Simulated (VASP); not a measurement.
# AlN (P6_3mc) in VASP: density of states with PBE

Aim: the density of states of AlN with PBE.

All numbers are computed with VASP 6.6.1; they aren't measurements. Logs are shortened: lines on timing, memory, paths and dates and some standing lists are left out, and cuts for length are marked.

## Step 1: The cell of the first run

The structure is hexagonal, space group P6_3mc (No. 186). Conventional cell: a = 3.118 Å, b = 3.118 Å, c = 15.198 Å, α = 90.00°, β = 90.00°, γ = 120.00°. Al (site symmetry 3m) has 4 N at 1.90 to 1.91 Å within 2.5 Å. Al (site symmetry 3m) has 4 N at 1.91 Å within 2.5 Å. Within 2.5 Å of Al (site symmetry 3m) lie 4 N at 1.90 to 1.91 Å. Within 2.5 Å of N (site symmetry 3m) lie 4 Al at 1.90 Å. Within 2.5 Å of N (site symmetry 3m) lie 4 Al at 1.91 Å. Within 2.5 Å of N (site symmetry 3m) lie 4 Al at 1.91 Å.

## Step 2: Density of states, PBE

The input, POSCAR:

```
AlN
1.0
    3.1181788264      0.0000000000      0.0000000000
   -1.5590894132      2.7004220772      0.0000000000
    0.0000000000      0.0000000000     15.1983573000
Al N
6 6
Direct
    0.0000000000      0.0000000000      0.1876380000
    0.0000000000      0.0000000000      0.6876380000
    0.3333333333      0.6666666667      0.5205500000
    0.6666666667      0.3333333333      0.0205500000
    0.3333333333      0.6666666667      0.8533970000
    0.6666666667      0.3333333333      0.3533970000
    0.0000000000      0.0000000000      0.3127860000
    0.0000000000      0.0000000000      0.8127860000
    0.3333333333      0.6666666667      0.9792560000
    0.6666666667      0.3333333333      0.4792560000
    0.3333333333      0.6666666667      0.6463720000
    0.6666666667      0.3333333333      0.1463720000
```

The input, INCAR.step1:

```
ALGO     = Normal         # electronic algorithm
EDIFF    = 1E-7           # SCF threshold, eV
ENCUT    = 520            # plane-wave cutoff, eV
GGA      = PE             # functional
ISIF     = 2              # what is computed and relaxed
ISMEAR   = 0              # smearing method
LASPH    = T              # aspherical terms in the spheres
LCHARG   = T              # write CHGCAR
LREAL    = F              # projectors in reciprocal space
LWAVE    = F              # write WAVECAR
NBANDS   = 36             # bands
NELM     = 80             # most SCF steps
PREC     = Accurate       # precision mode
SIGMA    = 0.02           # smearing width, eV
```

The input, KPOINTS.step1:

```
k-points
0
Gamma
  12 12 2
```

The input, INCAR.step2:

```
ALGO     = Normal         # electronic algorithm
EDIFF    = 1E-7           # SCF threshold, eV
ENCUT    = 520            # plane-wave cutoff, eV
GGA      = PE             # functional
ICHARG   = 11             # starting density
ISIF     = 2              # what is computed and relaxed
ISMEAR   = -5             # smearing method
LASPH    = T              # aspherical terms in the spheres
LCHARG   = F              # write CHGCAR
LORBIT   = 11             # projections on sites
LREAL    = F              # projectors in reciprocal space
LWAVE    = F              # write WAVECAR
NBANDS   = 36             # bands
NEDOS    = 1001           # points of the DOS
NELM     = 80             # most SCF steps
PREC     = Accurate       # precision mode
SIGMA    = 0.02           # smearing width, eV
```

The input, KPOINTS.step2:

```
k-points
0
Gamma
  18 18 3
```

Potentials or basis: VASP PAW PBE potentials, release 64 (Al, N).

On the command line:

```sh
$ cat potpaw_PBE.64/Al/POTCAR potpaw_PBE.64/N/POTCAR > POTCAR
$ cp INCAR.step1 INCAR
$ cp KPOINTS.step1 KPOINTS
$ mpirun -np 1 vasp_std > vasp.out
$ cp INCAR.step2 INCAR
$ cp KPOINTS.step2 KPOINTS
$ mpirun -np 1 vasp_std > vasp.out
```

OUTCAR:

```text
EDIFF = 1E-7
   ENCUT = 520
   GGA = PE
   ICHARG = 11
   ISIF = 2
   ISMEAR = -5
   LASPH = T
   LORBIT = 11
   LREAL = F
   NELM = 80
   PREC = Accurate

 ion  position               nearest neighbor table
   1  0.000  0.000  0.188-   7 1.90  12 1.91  12 1.91  12 1.91   6 3.10   6 3.10   6 3.10   4 3.11
                             4 3.11   4 3.11
   2  0.000  0.000  0.688-   8 1.90  11 1.91  11 1.91  11 1.91   5 3.10   5 3.10   5 3.10   3 3.11
                             3 3.11   3 3.11
   3  0.333  0.667  0.521-  10 1.91  10 1.91  10 1.91  11 1.91   2 3.11   2 3.11   2 3.11   6 3.11
                             6 3.11   6 3.11
   4  0.667  0.333  0.021-   9 1.91   9 1.91   9 1.91  12 1.91   1 3.11   1 3.11   1 3.11   5 3.11
                             5 3.11   5 3.11
   5  0.333  0.667  0.853-   8 1.90   8 1.90   8 1.90   9 1.91   2 3.10   2 3.10   2 3.10   4 3.11
                             4 3.11   4 3.11
   6  0.667  0.333  0.353-   7 1.90   7 1.90   7 1.90  10 1.91   1 3.10   1 3.10   1 3.10   3 3.11
                             3 3.11   3 3.11
   7  0.000  0.000  0.313-   1 1.90   6 1.90   6 1.90   6 1.90
   8  0.000  0.000  0.813-   2 1.90   5 1.90   5 1.90   5 1.90
   9  0.333  0.667  0.979-   4 1.91   4 1.91   4 1.91   5 1.91
  10  0.667  0.333  0.479-   3 1.91   3 1.91   3 1.91   6 1.91
  11  0.333  0.667  0.646-   2 1.91   2 1.91   2 1.91   3 1.91
  12  0.667  0.333  0.146-   1 1.91   1 1.91   1 1.91   4 1.91

  LATTYP: Found a hexagonal cell.
 ALAT       =     3.1181788264
 C/A-ratio  =     4.8741134316

  Lattice vectors:

 A1 = (   3.1181788264,   0.0000000000,   0.0000000000)
 A2 = (  -1.5590894132,   2.7004220772,   0.0000000000)
 A3 = (   0.0000000000,   0.0000000000,  15.1983573000)

Analysis of symmetry for initial positions (statically):
=====================================================================
 Subroutine PRICEL returns:
 Original cell was already a primitive cell.

 Routine SETGRP: Setting up the symmetry group for a
 hexagonal supercell.

 Subroutine GETGRP returns: Found 12 space group operations
 (whereof  6 operations were pure point group operations)
 out of a pool of 24 trial point group operations.

The static configuration has the point symmetry C_3v.
 The point group associated with its full space group is C_6v.

Analysis of symmetry for dynamics (positions and initial velocities):
=====================================================================
 Subroutine PRICEL returns:
 Original cell was already a primitive cell.

 Routine SETGRP: Setting up the symmetry group for a
 hexagonal supercell.

 Subroutine GETGRP returns: Found 12 space group operations
 (whereof  6 operations were pure point group operations)
 out of a pool of 24 trial point group operations.

The dynamic configuration has the point symmetry C_3v.
 The point group associated with its full space group is C_6v.

 Subroutine INISYM returns: Found 12 space group operations
 (whereof  6 operations are pure point group operations),
 and found     1 'primitive' translations

----------------------------------------------------------------------------------------

                                     Primitive cell

  volume of cell :     127.9762

  direct lattice vectors                    reciprocal lattice vectors
     3.118178826  0.000000000  0.000000000     0.320700016  0.185156241  0.000000000
    -1.559089413  2.700422077  0.000000000     0.000000000  0.370312481  0.000000000
     0.000000000  0.000000000 15.198357300     0.000000000  0.000000000  0.065796584

  length of vectors
     3.118178826  3.118178826 15.198357300     0.370312481  0.370312481  0.065796584

  position of ions in fractional coordinates (direct lattice)
     0.000000000  0.000000000  0.187638000
     0.000000000  0.000000000  0.687638000
     0.333333333  0.666666667  0.520550000
     0.666666667  0.333333333  0.020550000
     0.333333333  0.666666667  0.853397000
     0.666666667  0.333333333  0.353397000
     0.000000000  0.000000000  0.312786000
     0.000000000  0.000000000  0.812786000
     0.333333333  0.666666667  0.979256000
[... 37 lines left out ...]
  Shift w.r.t. Gamma in fractional coordinates (k-lattice)
     0.000000000  0.000000000  0.000000000

 TETIRR: Found    828 inequivalent tetrahedra from     5832

 Subroutine IBZKPT returns following result:
 ===========================================

 Found     74 irreducible k-points:

 Following reciprocal coordinates:
            Coordinates               Weight
  0.000000  0.000000  0.000000      1.000000
  0.055556  0.000000  0.000000      6.000000
  0.111111  0.000000  0.000000      6.000000
  0.166667  0.000000  0.000000      6.000000
  0.222222  0.000000  0.000000      6.000000
  0.277778  0.000000  0.000000      6.000000
[... 16 lines left out ...]
  0.333333  0.111111  0.000000     12.000000
  0.388889  0.111111  0.000000     12.000000
 [... further k-points ...]
   k-points           NKPTS =     74   k-points in BZ     NKDIM =     74   number of bands    NBANDS=     36
   number of dos      NEDOS =   1001   number of ions     NIONS =     12
   total plane-waves  NPLWV =  69120
   dimension x,y,z NGX =    24 NGY =   24 NGZ =  120
   dimension x,y,z NGXF=    48 NGYF=   48 NGZF=  240
   ions per type =               6   6
   NGX,Y,Z   is equivalent  to a cutoff of  12.80, 12.80, 13.13 a.u.
   NGXF,Y,Z  is equivalent  to a cutoff of  25.59, 25.59, 26.25 a.u.
 SYSTEM =  unknown system
   PREC   = accura    normal or accurate (medium, high low for compatibility)
   ISTART =      0    job   : 0-new  1-cont  2-samecut
   ICHARG =     11    charge: 1-file 2-atom 10-const
   ISPIN  =      1    spin polarized calculation?
   LNONCOLLINEAR =      F non collinear calculations
   LSORBIT =      F    spin-orbit coupling
   LASPH  =      T    aspherical Exc in radial PAW
   ENCUT  =  520.0 eV  38.22 Ry    6.18 a.u.   5.80  5.80 28.26*2*pi/ulx,y,z
   NELM   =     80;   NELMIN=  2; NELMDL=  0     # of ELM steps
   EDIFF  = 0.1E-06   stopping-criterion for ELM
   LREAL  =      F    real-space projection
   EDIFFG = 0.1E-05   stopping-criterion for IOM
   NSW    =      0    number of steps for IOM
   IBRION =     -1    ionic relax: 0-MD 1-quasi-New 2-CG
   NFREE  =      0    steps in history (QN), initial steepest desc. (CG)
   ISIF   =      2    stress and relaxation
   ISYM   =      2    0-nonsym 1-usesym 2-fastsym
   POTIM  = 0.5000    time-step for ionic-motion
   TEBEG  =    0.0;   TEEND  =   0.0 temperature during run
   PSTRESS=    0.0 pullay stress
   NELECT =      48.0000    total number of electrons
   NUPDOWN=      -1.0000    fix difference up-down
   EMIN   =  10.00;   EMAX   =-10.00  energy-range for DOS
   EFERMI =   0.00;   METHOD = LEGACY
   ISMEAR =    -5;   SIGMA  =   0.02  broadening in eV -4-tet -1-fermi 0-gaus
   EFERMI_NEDOS =   21; number of points for ismear=-14 and -15
   IALGO  =     38    algorithm
   IMIX   =      4    mixing-type and parameters
     AMIX     =   0.40;   BMIX     =  1.00
     AMIX_MAG =   1.60;   BMIX_MAG =  1.00
  volume/ion in A,a.u.               =      10.66        71.97
  Fermi-wavevector in a.u.,A,eV,Ry     =   1.180625  2.231059 18.964840  1.393876
  Thomas-Fermi vector in A             =   2.316914
   LORBIT       =     11    0 simple, 1 ext, 2 COOP (PROOUT), +10 PAW based schemes
   GGA     = PE    functional components
   LHFCALC =     F    Hartree Fock is set to
   AEXX    =    0.0000 exact exchange contribution
   IVDW    =     0    specifies the selected vdW correction
   LEPSILON=     F    determine dielectric tensor
   LRPA    =     F    only Hartree local field effects (RPA)
 non-spin polarized calculation
 Fermi weights with tetrahedron method with Bloechl corrections
  energy-cutoff  :      520.00
  volume of cell :      127.98
 maximum number of plane-waves:      3474
 NGX is ok and might be reduce to    24

 number of electron      47.9999995 magnetization

 Free energy of the ion-electron system (eV)
  ---------------------------------------------------
  ext. energy  EPLUGINS =         0.00000000
  ---------------------------------------------------
  free energy    TOTEN  =       -89.16477305 eV

  energy without entropy =      -89.16477305  energy(sigma->0) =      -89.16477305

 E-fermi :   5.8091     XC(G=0): -10.8279

 val. band max:        5.8067118291   @ k =   0.0000   0.0000   0.0000
 cond. band min:       9.6042435293   @ k =   0.5000   0.0000   0.0000
 fundamental gap:      3.7975317002
 Fermi energy:         5.8090727580

 k-point     1 :       0.0000    0.0000    0.0000
  band No.  band energies     occupation
      1      -9.1017      2.00000
      2      -8.7426      2.00000
      3      -8.6766      2.00000
      4      -7.7586      2.00000
      5      -7.7243      2.00000
      6      -7.0931      2.00000
[... 925 lines left out ...]
     35      15.5558      0.00000
     36      15.9386      0.00000

 [... further k-points ...]
[... 5 lines left out ...]
  --------------------------------------------------------------------------------------
  -------------------------------------------------------------------------------------
  Total       -0.2208639     -0.2208639     -0.2067238      0.0000000      0.0000000     -0.0000000
  in kB       -2.7650696     -2.7650696     -2.5880449      0.0000000      0.0000000     -0.0000000
  external PRESSURE =      -2.7060614 kB  Pullay stress =       0.0000000 kB

 VOLUME and BASIS-vectors are now :
 -----------------------------------------------------------------------------
  energy-cutoff  :      520.00
  volume of cell :      127.98
      direct lattice vectors                 reciprocal lattice vectors
     3.118178826  0.000000000  0.000000000     0.320700016  0.185156241  0.000000000
    -1.559089413  2.700422077  0.000000000     0.000000000  0.370312481  0.000000000
     0.000000000  0.000000000 15.198357300     0.000000000  0.000000000  0.065796584

 POSITION                                       TOTAL-FORCE (eV/Angst)
 -----------------------------------------------------------------------------------
      0.00000      0.00000      2.85179        -0.000000     -0.000000     -0.000409
      0.00000      0.00000     10.45097        -0.000000      0.000000     -0.000409
     -0.00000      1.80028      7.91150        -0.000000      0.000000      0.001044
      1.55909      0.90014      0.31233         0.000000     -0.000000      0.001044
     -0.00000      1.80028     12.97023        -0.000000     -0.000000      0.001191
      1.55909      0.90014      5.37105        -0.000000     -0.000000      0.001191
      0.00000      0.00000      4.75383        -0.000000     -0.000000     -0.000335
      0.00000      0.00000     12.35301        -0.000000      0.000000     -0.000335
     -0.00000      1.80028     14.88308         0.000000      0.000000     -0.000254
      1.55909      0.90014      7.28390        -0.000000     -0.000000     -0.000254
     -0.00000      1.80028      9.82379         0.000000      0.000000     -0.001237
      1.55909      0.90014      2.22461        -0.000000     -0.000000     -0.001237
 -----------------------------------------------------------------------------------
    total drift:                               -0.000000     -0.000000      0.001094

  FREE ENERGIE OF THE ION-ELECTRON SYSTEM (eV)
  ---------------------------------------------------
  free  energy   TOTEN  =       -89.1647730546 eV

  energy  without entropy=      -89.1647730546  energy(sigma->0) =      -89.16477305

 total charge

# of ion       s       p       d       tot
------------------------------------------
    1        0.367   0.435   0.000   0.802
    2        0.367   0.435   0.000   0.802
    3        0.367   0.432   0.000   0.799
    4        0.367   0.432   0.000   0.799
    5        0.366   0.432   0.000   0.798
    6        0.366   0.432   0.000   0.798
    7        1.222   2.627   0.000   3.849
    8        1.222   2.627   0.000   3.849
    9        1.222   2.618   0.000   3.840
   10        1.222   2.618   0.000   3.840
   11        1.222   2.619   0.000   3.842
   12        1.222   2.619   0.000   3.842
--------------------------------------------------
tot          9.532  18.326   0.000  27.858
```

Run time: 11 min. Hardware: 1 thread of Oxide Virtual Turin-like, shared host; peak memory 0.35 GiB.

What came out:

| Property | Result |
| --- | --- |
| Valence electrons inside the program's atomic spheres | Al 0.80; N 3.85, 3.84 |
